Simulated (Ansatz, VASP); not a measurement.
One calculation of Cu, two programs

The input INCAR:

```
PREC = Accurate
ENCUT = 520
EDIFF = 1E-6
ISMEAR = 0
SIGMA = 0.15
LREAL = False
LASPH = True
NELM = 60
ALGO = Fast
ISIF = 2
LWAVE = False
LCHARG = False
GGA = PS
NBANDS = 12
```

KPOINTS

```
regular mesh
0
Gamma
  28 28 28
```

The input POSCAR:

```
Cu
1.0
    0.0000000000      1.8707703092      1.7371438586
    1.8707703092      0.0000000000      1.7371438586
    1.8707703092      1.8707703092      0.0000000000
Cu
1
Direct
    0.0000000000      0.0000000000      0.0000000000
```

Input for Ansatz:

```yaml
crystal:
  lattice:
    - [0.0, 1.8707703092, 1.7371438586]
    - [1.8707703092, 0.0, 1.7371438586]
    - [1.8707703092, 1.8707703092, 0.0]
  atoms:
    - { symbol: Cu, position: [0.0, 0.0, 0.0] }
basis:
  ecutwfc: 420
kpoints:
  mp_grid: { grid: [28, 28, 28] }
hamiltonian:
  xc: pbesol
scf:
  occupations: { method: gaussian, width: 0.15 }
output:
  forces: true
  stress: true
  eigenvalues: true
```

Change from the starting cell: strain +0.050 along x and y, -0.025 along z, atoms carried along.

Alike in both runs: task single point; functional PBEsol; k mesh 28 × 28 × 28; occupations gaussian, width 0.15 eV; no spin polarisation.

|  | VASP | Ansatz |
| --- | --- | --- |
| version | VASP 6.6.1 | Ansatz 0.2.0 |
| potentials or method | VASP PAW PBE potentials, release 64 (Cu), cutoff 520 eV | scalar-relativistic, plane waves, PAW |
| valence electrons in the cell | 11 | 19 |

```tsv
	VASP	Ansatz	Ansatz less VASP
gap on the k mesh at the Fermi level (eV)	none	none	-
pressure (GPa)	-9.3	-10.0	-0.68
traceless stress, the component that is largest in VASP (GPa)	1.77	1.80	+0.029
```

VASP's potentials were made for PBE, not for PBEsol. A gap of «none» marks a metal or a gap that the smearing closes. VASP's potentials hold 11 valence electrons a cell and Ansatz's 19, so a difference there can come from the potentials and not from the codes.
